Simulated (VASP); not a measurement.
The system is VO2.

```
V O
1.0
     4.50720    0.00000    0.00000
     0.00000    4.50720    0.00000
     0.00000    0.00000    3.04445
V O
2 4
Direct
  0.50000 0.50000 0.50000
  0.00000 0.00000 0.00000
  0.20036 0.79964 0.50000
  0.79964 0.20036 0.50000
  0.70036 0.70036 0.00000
  0.29964 0.29964 0.00000
```

Base run:

```yaml
Program: VASP 6.6.1
Functional: SVWN5
Potentials_or_basis: VASP PAW PBE potentials, release 64 (V_sv, O)
Cutoff: 600 eV
k_mesh: 6 × 6 × 9
Occupations: fermi-dirac, width 0.05 eV
Spin: collinear spin, ferromagnetic start
Starting_moments: "[2.0, 2.0, 0.0, 0.0, 0.0, 0.0] μB"
```

Its results: band gap on the k mesh zero (filled and empty bands overlap); pressure -22.6 GPa; net moment 2.00 μB per cell; site moments V +1.02; O -0.04 μB; largest force 0.322 eV/Å.

After a change of settings the same cell gave: band gap on the k mesh zero (filled and empty bands overlap); pressure -3.1 GPa; net moment 2.00 μB per cell; site moments V +1.10; O -0.08 μB; largest force 0.219 eV/Å. Which change was it?
A. functional from SVWN5 to PBE; occupations from fermi-dirac, width 0.05 eV to gaussian, width 0.012 eV
B. functional from SVWN5 to LDA; potentials or basis from VASP PAW PBE potentials, release 64 (V_sv, O) to VASP PAW LDA potentials, release 64 (V_sv, O)
C. functional from SVWN5 to BLYP
D. functional from SVWN5 to RPBE

D.

RPBE binds less tightly than SVWN5, so the same cell stands under more pressure.

Caveats: the PAW data sets were made with another functional, which shifts forces and pressure a little; semilocal functionals often make such compounds metallic where correlation or magnetic order opens a gap, which also shifts bond lengths; the stress differs along the axes, from -36 to -16 GPa (at least some runs); the stress differs along the axes, from -14 to 3 GPa (at least some runs).
